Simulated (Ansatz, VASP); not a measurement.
## One calculation of ZnS, two programs

```xyz
12
Lattice="6.6894 0.0000 0.0000 0.0000 6.6894 0.0000 0.0000 0.0000 6.6894" Properties=species:S:1:pos:R:3 pbc="T T T"
Zn    3.3447    0.0000    5.0171
Zn    5.0171    3.3447    0.0000
Zn    0.0000    5.0171    3.3447
Zn    3.3447    0.0000    1.6724
Zn    1.6724    3.3447    0.0000
Zn    0.0000    1.6724    3.3447
S     0.0000    3.3447    5.0171
S     5.0171    0.0000    3.3447
S     3.3447    5.0171    0.0000
S     0.0000    3.3447    1.6724
S     1.6724    0.0000    3.3447
S     3.3447    1.6724    0.0000
```

Alike in both runs: functional PBE; k mesh 4 × 4 × 4; occupations gaussian, width 0.1 eV; no spin polarisation.

Ansatz relaxed the structure, and its values are those at the end. VASP's run is a single point on that final structure, the one shown.

|  | VASP | Ansatz |
| --- | --- | --- |
| version | VASP 6.6.1 | Ansatz 0.2.0 |
| potentials or method | VASP PAW PBE potentials, release 64 (Zn, S), cutoff 520 eV | scalar-relativistic, plane waves, PAW |
| valence electrons in the cell | 108 | 108 |

Ansatz gave:

```
gap on the k mesh at the Fermi level (eV) : 2.01
least direct gap on the mesh (eV)         : 2.01
pressure (GPa)                            : 0.3
```

**Question.** What did VASP give for the same quantities?

**Answer.** gap on the k mesh at the Fermi level (eV): 2.00; least direct gap on the mesh (eV): 2.00; pressure (GPa): 0.4.

With one functional, cell and mesh, what is left measures potentials, basis and numerics.
